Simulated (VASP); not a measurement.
The system is BP.

```
B P
1.0
     0.00000    2.26832    2.26832
     2.26832    0.00000    2.26832
     2.26832    2.26832    0.00000
B P
1 1
Direct
  0.00000 0.00000 0.00000
  0.25000 0.25000 0.25000
```

Base run:

| Item | Value |
| --- | --- |
| Program | VASP 6.6.1 |
| Functional | HSE06 |
| Potentials or basis | VASP PAW PBE potentials, release 64 (B, P) |
| Cutoff | 520 eV |
| k mesh | 6 × 6 × 6 |
| Occupations | gaussian, width 0.01 eV |
| Spin | no spin polarisation |

Its results: band gap on the k mesh 2.06 eV, indirect (least direct gap 4.34 eV); pressure -1.9 GPa.

**Question.** After a change of settings the same cell gave: band gap on the k mesh 1.24 eV, indirect (least direct gap 3.40 eV); pressure 1.0 GPa. Which change was it?
A. functional from HSE06 to r2SCAN
B. functional from HSE06 to PBE0; further incar settings from ALGO = Normal; EDIFF = 1e-07; NBANDS = 11 to ALGO = Normal; EDIFF = 1e-06; NBANDS = 11
C. functional from HSE06 to PBE; k mesh from 6 × 6 × 6 to 10 × 10 × 10

**Answer.** C.

Caveats: the PAW data sets were made with another functional, which shifts forces and pressure a little (some runs).
